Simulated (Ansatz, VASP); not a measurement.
MgO: VASP beside Ansatz

```xyz
2
Lattice="-0.0225 2.1060 2.1060 2.1060 -0.0225 2.1060 2.1060 2.1060 -0.0225" Properties=species:S:1:pos:R:3 pbc="T T T"
Mg    0.0000    0.0000    0.0000
O     2.0947    2.0947    2.0947
```

Change from the starting cell: strained cell.

Alike in both runs: functional PBEsol; k mesh 9 × 9 × 9; occupations gaussian, width 0.02 eV; no spin polarisation.

Ansatz relaxed the structure, and its values are those at the end. VASP's run is a single point on that final structure, the one shown.

|  | VASP | Ansatz |
| --- | --- | --- |
| version | VASP 6.6.1 | Ansatz 0.2.0 |
| potentials or method | VASP PAW PBE potentials, release 64 (Mg, O), cutoff 600 eV | scalar-relativistic, plane waves, PAW |
| valence electrons in the cell | 8 | 16 |

Ansatz gave:

- gap on the k mesh at the Fermi level (eV): 4.41
- least direct gap on the mesh (eV): 4.41
- pressure (GPa): -2.1

Question: Which values does VASP return?

Answer: gap on the k mesh at the Fermi level (eV): 4.40; least direct gap on the mesh (eV): 4.40; pressure (GPa): -2.9.

VASP's potentials were made for PBE, not for PBEsol, and Ansatz warns of the same on its side. With one functional, cell and mesh, what is left measures potentials, basis and numerics. VASP's potentials hold 8 valence electrons a cell and Ansatz's 16, so a difference there can come from the potentials and not from the codes. Ansatz's warnings: stress scf threshold loose.
